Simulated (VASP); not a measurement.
Wanted: the native input for a VASP 6.6.1 run.

* Task: single point
* Functional: LDA
* Potentials or basis: VASP PAW LDA potentials, release 64 (Na_pv)
* Cutoff: 520 eV
* k mesh: 18 × 18 × 18
* Occupations: fermi-dirac, width 0.1 eV
* Spin: no spin polarisation
* Dipole correction: no
* Further INCAR settings: ALGO = Normal; EDIFF = 1e-07; NBANDS = 10

The structure of Na lies in POSCAR:

```
Na
1.0
   -2.0287155330      2.0287155330      2.0287155330
    2.0287155330     -2.0287155330      2.0287155330
    2.0287155330      2.0287155330     -2.0287155330
Na
1
Direct
    0.0000000000      0.0000000000      0.0000000000
```

One way to write it, as run:

INCAR

```
SYSTEM = Na
  PREC = Accurate
  ENCUT = 520
  EDIFF = 1E-7
  ISMEAR = -1
  SIGMA = 0.1
  LREAL = .False.
  LASPH = .True.
  NELM = 100
  ALGO = Normal
  ISIF = 2
  LWAVE = .False.
  LCHARG = .False.
  GGA = CA
  NBANDS = 10
```

KPOINTS

```
Automatic mesh
0
Gamma
  18 18 18
  0 0 0
```

Potentials or basis: VASP PAW LDA potentials, release 64 (Na_pv).

The run is started by

```console
$ cat potpaw_LDA.64/Na_pv/POTCAR > POTCAR
$ mpirun -np 1 vasp_std > vasp.out
```

Results of the run:

```
Pressure : 0.0 GPa
```

Run time: 36 s on 1 thread of Intel(R) Xeon(R) Platinum 8259CL CPU @ 2.50GHz (Skylake/Cascade Lake), with other jobs on the host, peak memory 0.17 GiB.
